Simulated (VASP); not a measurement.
**MgB2: single point with PBEsol**

Crystal: MgB2.

```
CELL_PARAMETERS angstrom
3.15537 0.00000 0.00000
-1.57768 2.73263 0.00000
0.00000 0.00000 3.60336
ATOMIC_POSITIONS crystal
Mg 0.00000 0.00000 0.00000
B 0.33333 0.66667 0.50000
B 0.66667 0.33333 0.50000
```

- Program: VASP 6.6.1
- Task: single point
- Functional: PBEsol
- Potentials or basis: VASP PAW PBE potentials, release 64 (Mg, B)
- Cutoff: 520 eV
- k mesh: 10 × 10 × 8
- Occupations: fermi-dirac, width 0.1 eV
- Spin: no spin polarisation

| Quantity | Value |
| --- | --- |
| Pressure | -11.7 GPa |
| Band gap on the k mesh | zero (band 4 reaches 5.84 eV, above the bottom of band 5 at 3.46 eV) |

Stress tensor (GPa, compression positive):
```
-12.98   0.00   0.00
  0.00 -12.98   0.00
  0.00   0.00  -9.29
```

Levels at points of the mesh, in eV from the Fermi level:
```tsv
k point	band 1	band 2	band 3	band 4	band 5	band 6	band 7	band 8	band 9
(0.00, 0.00, 0.00)	-12.02	-2.82	0.32	0.32	1.43	5.98	5.98	7.37	9.35
(0.50, 0.00, 0.00)	-8.32	-7.57	-2.10	0.22	2.90	3.63	4.96	6.45	11.81
(0.00, 0.00, 0.50)	-10.83	-7.15	0.67	0.67	6.34	6.34	7.52	8.89	9.38
(0.50, 0.00, 0.50)	-7.40	-6.70	-3.42	-1.80	-1.30	5.22	8.11	8.41	12.27
```

Run time: 6.6 s on 1 thread of Intel(R) Xeon(R) 6975P-C (Granite Rapids), with other jobs on the host, peak memory 0.15 GiB.

Caveat: the PAW data sets were made with another functional, which shifts forces and pressure a little.
